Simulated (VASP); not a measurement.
Runs of VASP 6.6.1 on BN (Qingsongite). The structure is that of space group F-43m (No. 216), or close to it. The cells are those of the table. 

```tsv
cell	gap on the mesh (eV)	pressure (GPa)
a = 2.504 Å, angles 60.0°, 2 atoms	4.41	15.3
a = 2.530 Å, angles 60.0°, 2 atoms	4.38	1.7
a = 2.606 Å, angles 60.0°, 2 atoms	(b)	-29.1
a = 2.582 Å, angles 60.0°, 2 atoms	(c)	(a)
```

Alike in all rows: task single point; level LDA; potentials or basis VASP PAW LDA potentials, release 64 (B, N); no spin polarisation; k mesh 10 × 10 × 10; cutoff (eV) 520; smearing gaussian 0.01 eV.

Fill in the values left out.

(a) -20.3; (b) 4.27; (c) 4.31.

A k mesh can miss the band edges.
